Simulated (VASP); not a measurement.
# CdS (Hawleyite): single point with r2SCAN+D4

Crystal: CdS (Hawleyite).

```
CELL_PARAMETERS angstrom
0.00000 2.91650 2.91650
2.91650 0.00000 2.91650
2.91650 2.91650 0.00000
ATOMIC_POSITIONS crystal
Cd 0.00000 0.00000 0.00000
S 0.75000 0.75000 0.75000
```

| Item | Value |
| --- | --- |
| Program | VASP 6.6.1 |
| Task | single point |
| Functional | r2SCAN |
| Dispersion | D4 |
| Potentials or basis | VASP PAW PBE potentials, release 64 (Cd, S) |
| Cutoff | 520 eV |
| k mesh | 8 × 8 × 8 |
| Occupations | fermi-dirac, width 0.01 eV |
| Spin | no spin polarisation |

```json
{"Pressure": "1.1 GPa", "Band gap on the k mesh": "1.59 eV, direct", "Dispersion energy per atom": "-0.118 eV"}
```

Levels at points of the mesh, in eV from the valence-band top:
```csv
k point,band 6,band 7,band 8,band 9,band 10,band 11,band 12,band 13
"(0.00, 0.00, 0.00)",-7.45,0.00,0.00,0.00,1.59,7.07,7.07,7.07
"(0.50, 0.00, 0.00)",-7.07,-4.47,-0.77,-0.77,3.48,7.48,7.48,7.90
"(0.50, 0.50, 0.00)",-7.00,-3.98,-1.93,-1.93,3.84,4.76,9.80,11.55
```

It took 57 s on 1 thread of Intel(R) Xeon(R) Platinum 8259CL CPU @ 2.50GHz (Skylake/Cascade Lake), on a shared host, peak memory 0.19 GiB.

Caveat: the PAW data sets were made with another functional, which shifts forces and pressure a little. r2SCAN opens gaps a little over a GGA but as a rule still falls short of measured ones.
